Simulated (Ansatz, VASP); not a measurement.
## TePb2: VASP beside Ansatz

```
Te Pb
1.0
     5.34655    0.00000    0.00000
    -2.67327    4.63025    0.00000
     0.00000    0.00000    4.02957
Te Pb
1 2
Direct
  0.00000 0.00000 0.00000
  0.33333 0.66667 0.50000
  0.66667 0.33333 0.50000
```

Alike in both runs: functional PBE; k mesh 12 × 12 × 12; occupations gaussian, width 0.1 eV; no spin polarisation.

Ansatz relaxed the structure, and its values are those at the end. VASP's run is a single point on that final structure, the one shown.

|  | VASP | Ansatz |
| --- | --- | --- |
| version | VASP 6.6.1 | Ansatz 0.2.0 |
| potentials or method | VASP PAW PBE potentials, release 64 (Te, Pb_d), cutoff 520 eV | scalar-relativistic, plane waves, PAW |
| valence electrons in the cell | 34 | 44 |

VASP gave:

```
gap on the k mesh at the Fermi level (eV) : none
pressure (GPa)                            : -0.1
```

**Question.** Which values does Ansatz return?

**Answer.** gap on the k mesh at the Fermi level (eV): none; pressure (GPa): 0.0.

A gap of «none» marks a metal or a gap that the smearing closes. VASP's potentials hold 34 valence electrons a cell and Ansatz's 44, so a difference there can come from the potentials and not from the codes.

Neither program's run includes spin-orbit coupling.
